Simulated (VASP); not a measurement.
**MgI2: single point with PBE+D3(BJ)**

The system is MgI2, a slab with vacuum.

```
I Mg
1.0
     4.13111    0.00000    0.00000
    -2.06555    3.57764    0.00000
     0.00000    0.00000   24.22651
I Mg
4 2
Cartesian
  0.0000 2.3851 4.5000
  2.0656 1.1925 7.8633
  4.1311 2.3851 11.6933
  6.1967 1.1925 15.0565
  0.0000 0.0000 6.1816
  4.1311 0.0000 13.3749
```

* Program: VASP 6.6.1
* Task: single point
* Functional: PBE
* Dispersion: D3(BJ)
* Potentials or basis: VASP PAW PBE potentials, release 64 (I, Mg)
* Cutoff: 520 eV
* k mesh: 9 × 9 × 1
* Occupations: gaussian, width 0.05 eV
* Spin: no spin polarisation

The largest force is 0.037 eV/Å. The band gap on the k mesh is 3.63 eV, indirect (least direct gap 3.93 eV) and the dispersion energy per atom is -0.266 eV.

Forces on the atoms (eV/Å):
```
I    0.000  0.000  0.015
I    0.000  0.000  0.037
I    0.000  0.000 -0.037
I    0.000  0.000 -0.015
Mg   0.000  0.000  0.014
Mg   0.000  0.000 -0.014
```

Levels at points of the mesh, in eV from the valence-band top:
```
           k point  band 13  band 14  band 15  band 16  band 17  band 18  band 19  band 20
(0.00, 0.00, 0.00)    -0.03    -0.03     0.00     0.00     3.93     4.36     4.92     4.94
```

Wall time 86 s on 1 thread of AMD EPYC 9R45 (Zen 5), on a shared host, peak memory 0.44 GiB.

Caveat: spin-orbit coupling is left out, which moves the levels of the heavy elements.
